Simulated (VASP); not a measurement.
Write the native input for VASP 6.6.1 that does the following.

- Task: single point
- Functional: PBE
- Dispersion: D3(BJ)
- Potentials or basis: VASP PAW PBE potentials, release 64 (Sn_d, O)
- Cutoff: 520 eV
- k mesh: 12 × 12 × 4
- Occupations: gaussian, width 0.05 eV
- Spin: no spin polarisation
- Dipole correction: no
- Further INCAR settings: ALGO = Normal; EDIFF = 1e-06; NBANDS = 35

The structure of SnO2 lies in POSCAR:

```
SnO2
1.0
    3.1667397261      0.0000000000      0.0000000000
   -1.5833698630      2.7424770500      0.0000000000
    0.0000000000      0.0000000000      9.9878970962
Sn O
2 4
Direct
    0.0000000000      0.0000000000      0.5000000000
    0.0000000000      0.0000000000      0.0000000000
    0.6666666667      0.3333333333      0.4017901367
    0.6666666667      0.3333333333      0.0982098633
    0.3333333333      0.6666666667      0.5982098633
    0.3333333333      0.6666666667      0.9017901367
```

One way to write it, as run:

INCAR

```
ALGO = Normal ; EDIFF = 1E-6
ENCUT = 520 ; GGA = PE
ISIF = 2 ; ISMEAR = 0
IVDW = 12 ; LASPH = T
LCHARG = F ; LREAL = F
LWAVE = F ; NBANDS = 35
NELM = 80 ; PREC = Accurate
SIGMA = 0.05
```

KPOINTS

```
k-points
0
Gamma
  12 12 4
```

Potentials or basis: VASP PAW PBE potentials, release 64 (Sn_d, O).

The run is started by

```sh
$ cat potpaw_PBE.64/Sn_d/POTCAR potpaw_PBE.64/O/POTCAR > POTCAR
$ mpirun -np 1 vasp_std > vasp.out
```

It gave:

```json
{"Pressure": "9.1 GPa", "Largest force": "0.828 eV/Å", "Band gap on the k mesh": "2.29 eV (least direct gap 2.76 eV)", "Dispersion energy per atom": "-0.176 eV"}
```

Caveat: the cell stands under pressure; spin-orbit coupling is left out, which moves the levels of the heavy elements.

Run time: 90 s on 1 thread of AMD EPYC 9R45 96-Core Processor (Zen 5) (shared host), peak memory 0.26 GiB.
